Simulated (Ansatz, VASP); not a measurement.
# One calculation of Cu, two programs

```xyz
2
Lattice="2.5680 0.0000 0.0000 -1.2840 2.2240 0.0000 0.0000 0.0000 4.1097" Properties=species:S:1:pos:R:3 pbc="T T T"
Cu    0.0000    1.4826    1.0274
Cu    1.2840    0.7413    3.0822
```

Change from the starting cell: strain along c alone, the other axes held, atoms relaxed: -2.0 %.

Alike in both runs: task single point; functional PBE; k mesh 24 × 24 × 12; occupations gaussian, width 0.1 eV; no spin polarisation.

```csv
,VASP,Ansatz
version,VASP 6.6.1,Ansatz 0.2.0
potentials or method,"VASP PAW PBE potentials, release 64 (Cu), cutoff 520 eV","scalar-relativistic, plane waves, PAW"
valence electrons in the cell,22,38
```

```tsv
	VASP	Ansatz	Ansatz less VASP
gap on the k mesh at the Fermi level (eV)	none	none	-
pressure (GPa)	3.8	3.0	-0.84
traceless stress, the component that is largest in VASP (GPa)	2.88	2.90	+0.019
```

A gap of «none» marks a metal or a gap that the smearing closes. With one functional, cell and mesh, what is left measures potentials, basis and numerics. VASP's potentials hold 22 valence electrons a cell and Ansatz's 38, so a difference there can come from the potentials and not from the codes.
